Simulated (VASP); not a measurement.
ScAl:

```
Sc Al
1.0
     3.37035    0.00000    0.00000
     0.00000    3.37035    0.00000
     0.00000    0.00000    3.37035
Sc Al
1 1
Cartesian
  1.6852 1.6852 1.6852
  0.0000 0.0000 0.0000
```

```yaml
Program: VASP 6.6.1
Task: relaxation of cell and atoms
Functional: r2SCAN
Potentials_or_basis: VASP PAW PBE potentials, release 64 (Sc_sv, Al)
Cutoff: 600 eV
k_mesh: 1 × 1 × 1
Occupations: gaussian, width 0.1 eV
Spin: no spin polarisation
```

At the start: pressure -31.2 GPa; volume 19.14 Å³/atom.

Q: How do energy, volume and symmetry change on relaxing?

A: Over 4 steps the energy falls by 858.7 meV/atom and the volume is 12.86 Å³/atom (-32.8 %); space group Pm-3m (No. 221, to 0.05 Å).

Step by step:
```
step  energy change (eV)  largest force (eV/Å)  pressure (GPa)  volume (Å³)
   1              0.0000                0.0000          -31.19        38.28
   2             -1.0851                0.0000           52.35        21.13
   3             -1.7163                0.0000           -1.48        25.93
   4             -1.7174                0.0000           -0.03        25.71
```

Final structure:
```xyz
2
Lattice="2.9515 0.0000 0.0000 0.0000 2.9515 0.0000 0.0000 0.0000 2.9515" Properties=species:S:1:pos:R:3 pbc="T T T"
Sc    1.4757    1.4757    1.4757
Al    0.0000    0.0000    0.0000
```

Caveat: the k points lie up to 2.13 Å⁻¹ apart in the final cell; the volume moved by over 15 % at a fixed basis, so the end points are rough; the PAW data sets were made with another functional, which shifts forces and pressure a little.
